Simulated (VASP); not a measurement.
# Cu (Immm) in VASP: notebook

The runs below take Cu through single point, with PBE.

Program: VASP 6.6.1. These are calculated values, not measurements. Logs are shortened: lines on timing, memory, paths and dates and some standing lists are left out, and cuts for length are marked.

## Step 1: The cell of the first run

It takes space group Immm (No. 71, orthorhombic). Conventional cell: a = 2.506 Å, b = 2.626 Å, c = 3.629 Å, α = 90.00°, β = 90.00°, γ = 90.00°. Cu (site symmetry mmm) has 12 Cu at 2.51 to 2.63 Å within 3.3 Å.

## Step 2: Single point, PBE (engineering shear strain xy -0.0467, strain +e along x and -e along y +0.0000)

The input, INCAR:

```
SYSTEM = Cu
ALGO     = Fast           ! electronic algorithm
EDIFF    = 1E-7           ! SCF threshold, eV
ENCUT    = 520            ! plane-wave cutoff, eV
GGA      = PE             ! functional
ISIF     = 2              ! what is computed and relaxed
ISMEAR   = 0              ! smearing method
LASPH    = .TRUE.         ! aspherical terms in the spheres
LCHARG   = .FALSE.        ! write CHGCAR
LREAL    = .FALSE.        ! projectors in reciprocal space
LWAVE    = .FALSE.        ! write WAVECAR
NBANDS   = 12             ! bands
NELM     = 100            ! most SCF steps
PREC     = Accurate       ! precision mode
SIGMA    = 0.15           ! smearing width, eV
```

The input, KPOINTS:

```
k-points
0
G
  20 20 20
  0 0 0
```

The input, POSCAR:

```
Cu
1.0
   -0.0423640506      1.8143062373      1.8143062373
    1.8143062373     -0.0423640506      1.8143062373
    1.7719421867      1.7719421867      0.0000000000
Cu
1
Direct
    0.0000000000      0.0000000000      0.0000000000
```

Potentials or basis: VASP PAW PBE potentials, release 64 (Cu).

Command:

```console
cat potpaw_PBE.64/Cu/POTCAR > POTCAR
mpirun -np 1 vasp_std > vasp.out
```

OUTCAR:

```text
SYSTEM = Cu
   EDIFF = 1E-7
   ENCUT = 520
   GGA = PE
   ISIF = 2
   ISMEAR = 0
   LASPH = .TRUE.
   LREAL = .FALSE.
   NELM = 100
   PREC = Accurate

 ion  position               nearest neighbor table
   1  0.000  0.000  0.000-

  LATTYP: Found a body centered orthorhombic cell.
 ALAT       =     2.5059046722
 B/A-ratio  =     1.0478165156
 C/A-ratio  =     1.4480249448

  Lattice vectors:

 A1 = (   0.0423640506,  -1.8143062373,  -1.8143062373)
 A2 = (  -0.0423640506,   1.8143062373,  -1.8143062373)
 A3 = (   1.8143062373,  -0.0423640506,   1.8143062373)

Analysis of symmetry for initial positions (statically):
=====================================================================
 Subroutine PRICEL returns:
 Original cell was already a primitive cell.

 Routine SETGRP: Setting up the symmetry group for a
 body centered orthorhombic supercell.

 Subroutine GETGRP returns: Found  8 space group operations
 (whereof  8 operations were pure point group operations)
 out of a pool of  8 trial point group operations.

The static configuration has the point symmetry D_2h.

Analysis of symmetry for dynamics (positions and initial velocities):
=====================================================================
 Subroutine PRICEL returns:
 Original cell was already a primitive cell.

 Routine SETGRP: Setting up the symmetry group for a
 body centered orthorhombic supercell.

 Subroutine GETGRP returns: Found  8 space group operations
 (whereof  8 operations were pure point group operations)
 out of a pool of  8 trial point group operations.

The dynamic configuration has the point symmetry D_2h.

 Subroutine INISYM returns: Found  8 space group operations
 (whereof  8 operations are pure point group operations),
 and found     1 'primitive' translations

----------------------------------------------------------------------------------------

                                     Primitive cell

  volume of cell :      11.9378

  direct lattice vectors                    reciprocal lattice vectors
    -0.042364051  1.814306237  1.814306237    -0.269299295  0.269299295  0.275587434
     1.814306237 -0.042364051  1.814306237     0.269299295 -0.269299295  0.275587434
     1.771942187  1.771942187  0.000000000     0.282176249  0.282176249 -0.275587434

  length of vectors
     2.566166198  2.566166198  2.505904672     0.470098558  0.470098558  0.484969385

  position of ions in fractional coordinates (direct lattice)
     0.000000000  0.000000000  0.000000000

  ion indices of the primitive-cell ions
   primitive index   ion index
                 1           1

----------------------------------------------------------------------------------------

 KPOINTS: k-points

Automatic generation of k-mesh.
 Grid dimensions read from file:
 generate k-points for:   20   20   20

 Generating k-lattice:

  Cartesian coordinates                     Fractional coordinates (reciprocal lattice)
    -0.013464965  0.013464965  0.013779372     0.050000000 -0.000000000  0.000000000
     0.013464965 -0.013464965  0.013779372    -0.000000000  0.050000000  0.000000000
     0.014108812  0.014108812 -0.013779372     0.000000000  0.000000000  0.050000000

  Length of vectors
     0.023504928  0.023504928  0.024248469

  Shift w.r.t. Gamma in fractional coordinates (k-lattice)
     0.000000000  0.000000000  0.000000000

 Subroutine IBZKPT returns following result:
 ===========================================

 Found   1166 irreducible k-points:

 Following reciprocal coordinates:
            Coordinates               Weight
  0.000000  0.000000  0.000000      1.000000
  0.050000  0.000000  0.000000      4.000000
  0.100000 -0.000000  0.000000      4.000000
  0.150000 -0.000000  0.000000      4.000000
  0.200000 -0.000000  0.000000      4.000000
  0.250000 -0.000000  0.000000      4.000000
[... 16 lines left out ...]
 -0.400000  0.050000  0.000000      4.000000
 -0.350000  0.050000  0.000000      4.000000
 [... further k-points ...]
   k-points           NKPTS =   1166   k-points in BZ     NKDIM =   1166   number of bands    NBANDS=     12
   number of dos      NEDOS =    301   number of ions     NIONS =      1
   total plane-waves  NPLWV =   8000
   dimension x,y,z NGX =    20 NGY =   20 NGZ =   20
   dimension x,y,z NGXF=    40 NGYF=   40 NGZF=   40
   ions per type =               1
   NGX,Y,Z   is equivalent  to a cutoff of  12.96, 12.96, 13.27 a.u.
   NGXF,Y,Z  is equivalent  to a cutoff of  25.91, 25.91, 26.54 a.u.
 SYSTEM =  Cu
   PREC   = accura    normal or accurate (medium, high low for compatibility)
   ISTART =      0    job   : 0-new  1-cont  2-samecut
   ICHARG =      2    charge: 1-file 2-atom 10-const
   ISPIN  =      1    spin polarized calculation?
   LNONCOLLINEAR =      F non collinear calculations
   LSORBIT =      F    spin-orbit coupling
   LASPH  =      T    aspherical Exc in radial PAW
   ENCUT  =  520.0 eV  38.22 Ry    6.18 a.u.   4.77  4.77  4.66*2*pi/ulx,y,z
   NELM   =    100;   NELMIN=  2; NELMDL= -5     # of ELM steps
   EDIFF  = 0.1E-06   stopping-criterion for ELM
   LREAL  =      F    real-space projection
   EDIFFG = 0.1E-05   stopping-criterion for IOM
   NSW    =      0    number of steps for IOM
   IBRION =     -1    ionic relax: 0-MD 1-quasi-New 2-CG
   NFREE  =      0    steps in history (QN), initial steepest desc. (CG)
   ISIF   =      2    stress and relaxation
   ISYM   =      2    0-nonsym 1-usesym 2-fastsym
   POTIM  = 0.5000    time-step for ionic-motion
   TEBEG  =    0.0;   TEEND  =   0.0 temperature during run
   PSTRESS=    0.0 pullay stress
   NELECT =      11.0000    total number of electrons
   NUPDOWN=      -1.0000    fix difference up-down
   EMIN   =  10.00;   EMAX   =-10.00  energy-range for DOS
   EFERMI =   0.00;   METHOD = LEGACY
   ISMEAR =     0;   SIGMA  =   0.15  broadening in eV -4-tet -1-fermi 0-gaus
   EFERMI_NEDOS =   21; number of points for ismear=-14 and -15
   IALGO  =     68    algorithm
   IMIX   =      4    mixing-type and parameters
     AMIX     =   0.40;   BMIX     =  1.00
     AMIX_MAG =   1.60;   BMIX_MAG =  1.00
  volume/ion in A,a.u.               =      11.94        80.56
  Fermi-wavevector in a.u.,A,eV,Ry     =   1.593055  3.010437 34.529192  2.537824
  Thomas-Fermi vector in A             =   2.691344
   LORBIT       =      0    0 simple, 1 ext, 2 COOP (PROOUT), +10 PAW based schemes
   GGA     = PE    functional components
   LHFCALC =     F    Hartree Fock is set to
   AEXX    =    0.0000 exact exchange contribution
   IVDW    =     0    specifies the selected vdW correction
   LEPSILON=     F    determine dielectric tensor
   LRPA    =     F    only Hartree local field effects (RPA)
 non-spin polarized calculation
 RMM-DIIS sequential band-by-band and
 Gauss-broadening in eV      SIGMA  =   0.15
  energy-cutoff  :      520.00
  volume of cell :       11.94
 maximum number of plane-waves:       337
   NGX =  9   NGY =  9   NGZ =  9

 number of electron      10.9999995 magnetization

 Free energy of the ion-electron system (eV)
  ---------------------------------------------------
  ext. energy  EPLUGINS =         0.00000000
  ---------------------------------------------------
  free energy    TOTEN  =        -3.72341519 eV

  energy without entropy =       -3.72026188  energy(sigma->0) =       -3.72183854

 E-fermi :   7.4531     XC(G=0): -12.6624

 val. band max:        7.4481867110   @ k =   0.4500   0.0000   0.3500
 cond. band min:       7.4645053959   @ k =   0.1500   0.0500   0.5000
 fundamental gap:      0.0163186849
 Fermi energy:         7.4531075858

 k-point     1 :       0.0000    0.0000    0.0000
  band No.  band energies     occupation
      1      -1.8162      2.00000
      2       4.3413      2.00000
      3       4.4289      2.00000
      4       4.5816      2.00000
      5       5.2744      2.00000
      6       5.2807      2.00000
      7      29.6800      0.00000
      8      31.4028      0.00000
      9      32.8344      0.00000
     10      33.6917      0.00000
     11      34.0754      0.00000
     12      34.8589      0.00000

 k-point     2 :       0.0500    0.0000    0.0000
  band No.  band energies     occupation
      1      -1.7287      2.00000
      2       4.3350      2.00000
      3       4.4306      2.00000
      4       4.5972      2.00000
      5       5.2701      2.00000
      6       5.2761      2.00000
      7      28.8813      0.00000
      8      30.6910      0.00000
      9      32.4356      0.00000
     10      33.3587      0.00000
     11      34.8182      0.00000
     12      35.9186      0.00000

 k-point     3 :       0.1000   -0.0000    0.0000
  band No.  band energies     occupation
      1      -1.4684      2.00000
      2       4.3019      2.00000
      3       4.4495      2.00000
      4       4.6386      2.00000
      5       5.2621      2.00000
      6       5.2671      2.00000
      7      26.6536      0.00000
      8      30.3022      0.00000
      9      31.9711      0.00000
     10      32.7314      0.00000
     11      35.6304      0.00000
     12      37.1891      0.00000
[... 286 lines left out ...]
 k-point    23 :      -0.4000    0.0500    0.0000
  band No.  band energies     occupation
      1       2.2471      2.00000
      2       4.3316      2.00000
      3       4.6023      2.00000
      4       5.0931      2.00000
      5       5.7400      2.00000
      6       6.0434      2.00000
      7      12.4923      0.00000
      8      26.9079      0.00000
      9      29.8817      0.00000
     10      30.5592      0.00000
     11      33.4538      0.00000
     12      34.2882      0.00000

 k-point    24 :      -0.3500    0.0500    0.0000
  band No.  band energies     occupation
      1       1.8746      2.00000
      2       4.3731      2.00000
      3       4.5912      2.00000
      4       4.6392      2.00000
      5       5.6215      2.00000
      6       5.7874      2.00000
      7      14.2817      0.00000
      8      26.7848      0.00000
      9      30.2739      0.00000
     10      31.2808      0.00000
     11      33.5178      0.00000
     12      34.8256      0.00000

 [... further k-points ...]

------------------------ aborting loop because EDIFF is reached ----------------------------------------

  FORCE on cell =-STRESS in cart. coord.  units (eV):
  Direction    XX          YY          ZZ          XY          YZ          ZX
  --------------------------------------------------------------------------------------
  -------------------------------------------------------------------------------------
  Total        0.0836141      0.0836141      0.0555966      0.2895828      0.0000000      0.0000000
  in kB       11.2218681     11.2218681      7.4616311     38.8649837      0.0000000      0.0000000
  external PRESSURE =       9.9684558 kB  Pullay stress =       0.0000000 kB

 VOLUME and BASIS-vectors are now :
 -----------------------------------------------------------------------------
  energy-cutoff  :      520.00
  volume of cell :       11.94
      direct lattice vectors                 reciprocal lattice vectors
    -0.042364051  1.814306237  1.814306237    -0.269299295  0.269299295  0.275587434
     1.814306237 -0.042364051  1.814306237     0.269299295 -0.269299295  0.275587434
     1.771942187  1.771942187  0.000000000     0.282176249  0.282176249 -0.275587434

 POSITION                                       TOTAL-FORCE (eV/Angst)
 -----------------------------------------------------------------------------------
      0.00000      0.00000      0.00000         0.000000     -0.000000      0.000000
 -----------------------------------------------------------------------------------
    total drift:                                0.000000      0.000000      0.000000

  FREE ENERGIE OF THE ION-ELECTRON SYSTEM (eV)
  ---------------------------------------------------
  free  energy   TOTEN  =        -3.7234151874 eV

  energy  without entropy=       -3.7202618832  energy(sigma->0) =       -3.72183854
```

Run time: 3 min. Hardware: 1 thread of Intel Xeon 6975P-C, shared host; peak memory 0.27 GiB.

What came out:

| Property | Result |
| --- | --- |
| Free energy | -3.7234 eV |
| Pressure | 1.0 GPa |

Stress tensor (GPa, compression positive):
```
1.12 3.89 0.00
3.89 1.12 0.00
0.00 0.00 0.75
```

Caveat: the cell differs from its parent crystal (engineering shear strain xy -0.0467, strain +e along x and -e along y +0.0000).

## Step 3: Single point, PBE (engineering shear strain xy -0.0933, strain +e along x and -e along y +0.0000)

The input, INCAR:

```
SYSTEM = Cu
ALGO = Fast ; EDIFF = 1E-6
ENCUT = 520 ; GGA = PE
ISIF = 2 ; ISMEAR = 0
LASPH = .True. ; LCHARG = .False.
LREAL = .False. ; LWAVE = .False.
NBANDS = 12 ; NELM = 60
PREC = Accurate ; SIGMA = 0.15
```

The input, KPOINTS:

```
k-points
0
Gamma
  20 20 20
  0 0 0
```

The input, POSCAR:

```
Cu
1.0
   -0.0846373860      1.8143062373      1.8143062373
    1.8143062373     -0.0846373860      1.8143062373
    1.7296688513      1.7296688513      0.0000000000
Cu
1
Direct
    0.0000000000      0.0000000000      0.0000000000
```

Potentials or basis: VASP PAW PBE potentials, release 64 (Cu).

Command:

```console
cat potpaw_PBE.64/Cu/POTCAR > POTCAR
mpirun -np 1 vasp_std > vasp.out
```

It took 2.3 min on 1 thread of Intel Xeon 6975P-C, shared host; peak memory 0.26 GiB.

Results (log left out):

| Item | Value |
| --- | --- |
| Free energy | -3.7033 eV |
| Pressure | 2.1 GPa |

Stress tensor (GPa, compression positive):
```
2.78 7.52 0.00
7.52 2.78 0.00
0.00 0.00 0.67
```

Levels at points of the mesh, in eV from the Fermi level:
```csv
k point,band 2,band 3,band 4,band 5,band 6,band 7,band 8,band 9,band 10,band 11
"(0.00, 0.00, 0.00)",-3.25,-3.13,-2.77,-2.18,-2.16,21.61,22.89,25.75,26.10,27.04
"(0.50, 0.00, 0.00)",-3.25,-2.79,-1.78,-1.59,-1.38,3.09,20.91,23.12,23.72,24.99
"(0.50, 0.50, 0.00)",-4.42,-1.65,-1.51,-1.49,1.48,7.02,10.91,15.32,16.47,21.29
"(0.00, 0.00, 0.50)",-3.29,-2.87,-1.70,-1.53,-0.54,4.38,19.90,20.39,22.14,23.65
"(0.50, 0.00, 0.50)",-4.39,-1.73,-1.53,-1.44,1.54,7.11,13.04,13.05,17.51,20.14
```

Caveat: the cell differs from its parent crystal (engineering shear strain xy -0.0933, strain +e along x and -e along y +0.0000).
